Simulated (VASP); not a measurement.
Sb:

```
CELL_PARAMETERS angstrom
-1.57654 1.57654 2.71194
1.57654 -1.57654 2.71194
1.57654 1.57654 -2.71194
ATOMIC_POSITIONS crystal
Sb 0.00000 0.00000 0.00000
```

```yaml
Program: VASP 6.6.1
Task: relaxation of cell and atoms
Functional: RPBE
Dispersion: D4
Potentials_or_basis: VASP PAW PBE potentials, release 64 (Sb)
Cutoff: 600 eV
k_mesh: 12 × 12 × 12
Occupations: fermi-dirac, width 0.05 eV
Spin: no spin polarisation
```

At the start: pressure -2.8 GPa; volume 26.96 Å³/atom.

**Question.** How do energy, volume and symmetry change on relaxing?

**Answer.** Over 11 steps the energy falls by 15.9 meV/atom and the volume is 25.70 Å³/atom (-4.7 %); space group I4/mmm (No. 139, to 0.1 Å) before and after.

Step by step:
| step | energy change (eV) | largest force (eV/Å) | pressure (GPa) | volume (Å³) |
| --- | --- | --- | --- | --- |
| 1 | 0.0000 | 0.0000 | -2.79 | 26.96 |
| 2 | -0.0077 | 0.0000 | 1.89 | 25.17 |
| 3 | -0.0110 | 0.0000 | 0.10 | 25.78 |
| 4 | -0.0128 | 0.0000 | 0.12 | 25.73 |
| 5 | -0.0158 | 0.0000 | 0.35 | 25.58 |
| 6 | -0.0158 | 0.0000 | 0.37 | 25.57 |
| 7 | -0.0155 | 0.0000 | -0.53 | 25.89 |
| 8 | -0.0159 | 0.0000 | 0.02 | 25.69 |
| 9 | -0.0159 | 0.0000 | 0.03 | 25.69 |
| 10 | -0.0158 | 0.0000 | -0.26 | 25.79 |
| 11 | -0.0159 | 0.0000 | 0.00 | 25.70 |

Final structure:
```
CELL_PARAMETERS angstrom
-1.57941 1.57941 2.57553
1.57941 -1.57941 2.57553
1.57941 1.57941 -2.57553
ATOMIC_POSITIONS crystal
Sb 0.00000 0.00000 0.00000
```

Caveat: the PAW data sets were made with another functional, which shifts forces and pressure a little.
